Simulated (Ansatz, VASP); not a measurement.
Li: VASP beside Ansatz

Contents of INCAR:

```
  PREC = Accurate
  ENCUT = 600
  EDIFF = 1E-6
  ISMEAR = 0
  SIGMA = 0.1
  LREAL = F
  LASPH = T
  NELM = 80
  ALGO = Fast
  ISIF = 3
  LWAVE = F
  LCHARG = F
  GGA = PS
  IBRION = 2
  NSW = 80
  EDIFFG = -0.01
```

KPOINTS

```
Automatic mesh
0
Gamma
  16 16 16
```

Contents of POSCAR:

```
Li
1.0
    0.0000000000      2.1375554842      2.1375554842
    2.1375554842      0.0000000000      2.1375554842
    2.1375554842      2.1375554842      0.0000000000
Li
1
Direct
    0.0000000000      0.0000000000      0.0000000000
```

Input for Ansatz:

```yaml
crystal:
  lattice:
    - [0.0, 2.1375554842, 2.1375554842]
    - [2.1375554842, 0.0, 2.1375554842]
    - [2.1375554842, 2.1375554842, 0.0]
  atoms:
    - { symbol: Li, position: [0.0, 0.0, 0.0] }
basis:
  ecutwfc: 420
kpoints:
  mp_grid: { grid: [16, 16, 16] }
hamiltonian:
  xc: pbesol
scf:
  occupations: { method: gaussian, width: 0.1 }
output:
  forces: true
  stress: true
  eigenvalues: true
relax:
  adjacent_minimum: "off"
  f_tol: 0.01
  max_steps: 60
  cell: { stress_tol: 0.1 }
```

Alike in both runs: task relaxation of cell and atoms; functional PBEsol; k mesh 16 × 16 × 16; occupations gaussian, width 0.1 eV; no spin polarisation.

```csv
,VASP,Ansatz
version,VASP 6.6.1,Ansatz 0.2.0
potentials or method,"VASP PAW PBE potentials, release 64 (Li_sv), cutoff 600 eV","scalar-relativistic, plane waves, PAW"
valence electrons in the cell,3,3
```

|  | VASP | Ansatz | Ansatz less VASP |
| --- | --- | --- | --- |
| gap on the k mesh at the Fermi level, each at its own relaxed structure (eV) | none | none | - |
| relaxed volume (Å³/atom) | 19.98 | 20.17 | +0.185 |
| relaxed cell length with the largest relative difference (Å) | 3.046 | 3.055 | +0.0094 |

VASP's potentials were made for PBE, not for PBEsol. A gap of «none» marks a metal or a gap that the smearing closes.

Noted on VASP's run: the cutoff is short for stress, so the pressure is rough.
